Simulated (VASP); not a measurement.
A run of VASP 6.6.1:

INCAR

```
SYSTEM = Si
PREC = Accurate
ENCUT = 500
EDIFF = 1E-6
ISMEAR = 0
SIGMA = 0.1
LREAL = .False.
LASPH = .True.
NELM = 120
ALGO = Normal
ISIF = 2
LWAVE = .False.
LCHARG = .False.
GGA = PS
NBANDS = 11
GGA_COMPAT = .False.
```

The input KPOINTS:

```
regular mesh
0
Gamma
  6 6 6
  0 0 0
```

File POSCAR:

```
Si
1.0
    0.0000000000      2.7155000000      2.7155000000
    2.7155000000      0.0000000000      2.7155000000
    2.7155000000      2.7155000000      0.0000000000
Si
2
Direct
    0.0000000000      0.0000000000      0.0000000000
    0.2500000000      0.2500000000      0.2500000000
```

Potentials or basis: VASP PAW PBE potentials, release 64 (Si).

Command:

```console
$ cat potpaw_PBE.64/Si/POTCAR > POTCAR
$ mpirun -np 1 vasp_std > vasp.out
```

Hardware: 1 thread of Intel(R) Xeon(R) 6975P-C (Granite Rapids), with other jobs on the host.

Estimate the wall time of this run.

Wall time 3.1 s on 1 thread of Intel(R) Xeon(R) 6975P-C (Granite Rapids) (shared host), peak memory 0.14 GiB. Counts: scf iterations 11, k points 16.
